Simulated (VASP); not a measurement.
The system is CaHfH6.

```
CELL_PARAMETERS angstrom
0.00000 4.33815 4.33815
4.33815 0.00000 4.33815
4.33815 4.33815 0.00000
ATOMIC_POSITIONS crystal
Ca 0.00000 0.00000 0.00000
Hf 0.50000 0.50000 0.50000
H 0.74452 0.25548 0.25548
H 0.25548 0.74452 0.25548
H 0.25548 0.25548 0.74452
H 0.25548 0.74452 0.74452
H 0.74452 0.25548 0.74452
H 0.74452 0.74452 0.25548
```

| Property | Result |
| --- | --- |
| Program | VASP 6.6.1 |
| Task | relaxation of cell and atoms |
| Functional | PBE |
| Potentials or basis | VASP PAW PBE potentials, release 64 (Ca_sv, Hf_pv, H) |
| Cutoff | 600 eV |
| k mesh | 4 × 4 × 4 |
| Occupations | gaussian, width 0.1 eV |
| Spin | no spin polarisation |

At the start: pressure -5.3 GPa; volume 20.41 Å³/atom.

Task: Where does the relaxation end?

Result: Over 3 steps the energy falls by 97.2 meV/atom and the volume is 17.60 Å³/atom (-13.8 %); space group Fm-3m (No. 225, to 0.05 Å).

Step by step:
```csv
step,energy change (eV),largest force (eV/Å),pressure (GPa),volume (Å³)
1,0.0000,1.2276,-5.31,163.28
2,-0.6870,0.5097,-2.09,147.83
3,-0.7776,0.0251,0.21,140.76
```

Final structure:
```
CELL_PARAMETERS angstrom
0.00000 4.12874 4.12874
4.12874 0.00000 4.12874
4.12874 4.12874 0.00000
ATOMIC_POSITIONS crystal
Ca 0.00000 0.00000 0.00000
Hf 0.50000 0.50000 0.50000
H 0.73431 0.26569 0.26569
H 0.26569 0.73431 0.26569
H 0.26569 0.26569 0.73431
H 0.26569 0.73431 0.73431
H 0.73431 0.26569 0.73431
H 0.73431 0.73431 0.26569
```
